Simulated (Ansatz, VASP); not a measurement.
## Ga in VASP and in Ansatz

```
CELL_PARAMETERS angstrom
2.93367 0.00000 0.00000
-1.46684 2.54063 0.00000
0.00000 0.00000 4.63157
ATOMIC_POSITIONS crystal
Ga 0.33333 0.66667 0.25000
Ga 0.66667 0.33333 0.75000
```

Alike in both runs: functional LDA; k mesh 12 × 12 × 7; occupations fermi-dirac, width 0.1 eV; no spin polarisation.

Ansatz relaxed the structure, and its values are those at the end. VASP's run is a single point on that final structure, the one shown.

```csv
,VASP,Ansatz
version,VASP 6.6.1,Ansatz 0.2.0
potentials or method,"VASP PAW LDA potentials, release 64 (Ga_d), cutoff 520 eV","plane waves (420 eV) with PAW, scalar-relativistic"
valence electrons in the cell,26,26
```

```csv
,VASP,Ansatz,Ansatz less VASP
pressure (GPa),0.0,0.0,-0.06
```

Ansatz warns that its potentials were made for another functional, while VASP's fit it. LDA's correlation is that of Perdew and Zunger in VASP and of Perdew and Wang (1992) in Ansatz.
